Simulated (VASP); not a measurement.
Here is a VASP 6.6.1 calculation.

File INCAR:

```
ALGO = Normal ; EDIFF = 1E-7
EDIFFG = -0.005 ; ENCUT = 600
GGA = PE ; IBRION = 2
ISIF = 3 ; ISMEAR = -1
LASPH = T ; LCHARG = F
LREAL = F ; LWAVE = F
NELM = 100 ; NSW = 80
PREC = Accurate ; SIGMA = 0.02
```

File KPOINTS:

```
k-points
0
Gamma
  8 8 8
```

The input POSCAR:

```
BeS
1.0
    0.0000000000      2.4351516489      2.4351516489
    2.4351516489      0.0000000000      2.4351516489
    2.4351516489      2.4351516489      0.0000000000
Be S
1 1
Direct
    0.0000000000      0.0000000000      0.0000000000
    0.7500000000      0.7500000000      0.7500000000
```

Potentials or basis: VASP PAW PBE potentials, release 64 (Be, S).

Launch:

```sh
$ cat potpaw_PBE.64/Be/POTCAR potpaw_PBE.64/S/POTCAR > POTCAR
$ mpirun -np 1 vasp_std > vasp.out
```

Task: What does it give for the space group after relaxing (to 0.05 Å)?

Result: F-43m (No. 216).

Task: Predict the band gap on the k mesh.

Result: 3.15 eV, indirect (least direct gap 5.68 eV).

The path:
```
step  energy change (eV)  largest force (eV/Å)  pressure (GPa)  volume (Å³)
   1              0.0000                0.0000            0.37        28.88
   2             -0.0001                0.0000           -0.08        29.02
   3             -0.0001                0.0000            0.00        29.00
```

A k mesh can miss the band edges. As with any semilocal functional, this PBE gap is likely too small.
